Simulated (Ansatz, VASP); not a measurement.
**One calculation of La3LuO2, two programs**

```
La Lu O
1.0
     3.69434    0.00000    0.00000
    -1.84717    3.19939    0.00000
     0.00000    0.00000   12.05693
La Lu O
3 1 2
Direct
  0.00000 0.00000 0.50000
  0.66667 0.33333 0.25521
  0.33333 0.66667 0.74479
  0.00000 0.00000 0.00000
  0.66667 0.33333 0.61799
  0.33333 0.66667 0.38201
```

Change from the starting cell: species swapped into the Li3NdSb2 type (P-3m1, No. 164).

Alike in both runs: functional PBE; k mesh 6 × 6 × 2; occupations gaussian, width 0.1 eV; no spin polarisation.

Ansatz relaxed the structure, and its values are those at the end. VASP's run is a single point on that final structure, the one shown.

|  | VASP | Ansatz |
| --- | --- | --- |
| version | VASP 6.6.1 | Ansatz 0.2.0 |
| potentials or method | VASP PAW PBE potentials, release 64 (La, Lu, O), cutoff 520 eV | scalar-relativistic, plane waves, PAW |
| valence electrons in the cell | 70 | 70 |

```tsv
	VASP	Ansatz	Ansatz less VASP
gap on the k mesh at the Fermi level (eV)	none	none	-
pressure (GPa)	-0.1	0.0	+0.10
rms of the force components (eV/Å)	0.014	0.012	-0.0027
```

A gap of «none» marks a metal or a gap that the smearing closes.

Spin-orbit coupling is off throughout.
